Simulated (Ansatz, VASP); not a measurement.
Re in VASP and in Ansatz

The input INCAR:

```
SYSTEM = Re
PREC     = Accurate       ! precision mode
ENCUT    = 520            ! plane-wave cutoff, eV
EDIFF    = 1E-6           ! SCF threshold, eV
ISMEAR   = 0              ! smearing method
SIGMA    = 0.15           ! smearing width, eV
LREAL    = .False.        ! projectors in reciprocal space
LASPH    = .True.         ! aspherical terms in the spheres
NELM     = 100            ! most SCF steps
ALGO     = Normal         ! electronic algorithm
ISIF     = 2              ! what is computed and relaxed
LWAVE    = .False.        ! write WAVECAR
LCHARG   = .False.        ! write CHGCAR
GGA      = PE             ! functional
NBANDS   = 10             ! bands
```

KPOINTS

```
Automatic mesh
0
Gamma
  10 10 10
  0 0 0
```

Contents of POSCAR:

```
Re
1.0
    0.0000000000      2.2724335285      1.4298151761
    2.2724335285      0.0000000000      1.4298151761
    2.2724335285      2.2724335285      0.0000000000
Re
1
Direct
    0.0000000000      0.0000000000      0.0000000000
```

Input for Ansatz:

```yaml
crystal:
  lattice:
    - [0.0, 2.2724335285, 1.4298151761]
    - [2.2724335285, 0.0, 1.4298151761]
    - [2.2724335285, 2.2724335285, 0.0]
  atoms:
    - { symbol: Re, position: [0.0, 0.0, 0.0] }
basis:
  ecutwfc: 420
kpoints:
  mp_grid: { grid: [10, 10, 10] }
hamiltonian:
  xc: pbe
scf:
  occupations: { method: gaussian, width: 0.15 }
output:
  forces: true
  stress: true
  eigenvalues: true
```

Alike in both runs: task single point; functional PBE; k mesh 10 × 10 × 10; occupations gaussian, width 0.15 eV; no spin polarisation.

|  | VASP | Ansatz |
| --- | --- | --- |
| version | VASP 6.6.1 | Ansatz 0.2.0 |
| potentials or method | VASP PAW PBE potentials, release 64 (Re), cutoff 520 eV | scalar-relativistic, plane waves, PAW |
| valence electrons in the cell | 7 | 15 |

VASP gave:

- gap on the k mesh at the Fermi level (eV): none
- pressure (GPa): 8.9
- traceless stress, the component that is largest in VASP (GPa): 4.14

Question: What did Ansatz give for the same quantities?

Answer: gap on the k mesh at the Fermi level (eV): none; pressure (GPa): 9.2; traceless stress, the component that is largest in VASP (GPa): 4.32.

A gap of «none» marks a metal or a gap that the smearing closes. The functional is the same, so the differences come from potentials, cutoffs and numerics. VASP's potentials hold 7 valence electrons a cell and Ansatz's 15, so a difference there can come from the potentials and not from the codes.

Spin-orbit coupling is off throughout.
